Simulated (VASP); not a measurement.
**WC: single point with PBE**

The system is WC.

```
W C
1.0
     2.91014    0.00000    0.00000
    -1.45507    2.52025    0.00000
     0.00000    0.00000    2.83840
W C
1 1
Cartesian
  0.0000 0.0000 0.0000
  1.4551 0.8401 1.4192
```

This cell differs from its parent crystal: volume scaled by 1.01.

```
Program                : VASP 6.6.1
Task                   : single point
Functional             : PBE
Potentials or basis    : VASP PAW PBE potentials, release 64 (W_sv, C)
Cutoff                 : 520 eV
k mesh                 : 13 × 13 × 12
Occupations            : fermi-dirac, width 0.05 eV
Spin                   : no spin polarisation
Dipole correction      : no
Further INCAR settings : ALGO = Normal; EDIFF = 1e-06; NBANDS = 16
```

The pressure is 5.4 GPa. The band gap on the k mesh is zero (band 9 reaches 11.72 eV, above the bottom of band 10 at 10.45 eV).

Stress tensor (GPa, compression positive):
```
5.44 0.00 0.00
0.00 5.44 0.00
0.00 0.00 5.29
```

Levels at points of the mesh, in eV from the Fermi level:
| k point | band 6 | band 7 | band 8 | band 9 | band 10 | band 11 | band 12 | band 13 |
| --- | --- | --- | --- | --- | --- | --- | --- | --- |
| (0.00, 0.00, 0.00) | -4.30 | -3.33 | -3.33 | 0.09 | 3.22 | 3.22 | 5.60 | 5.60 |
| (0.00, 0.00, 0.50) | -8.64 | -2.02 | -2.02 | -0.59 | -0.59 | 3.66 | 4.51 | 4.51 |

Wall time 81 s on 1 thread of AMD EPYC 7R13, on a shared host, peak memory 0.15 GiB.

Caveat: spin-orbit coupling is left out, which moves the levels of the heavy elements.
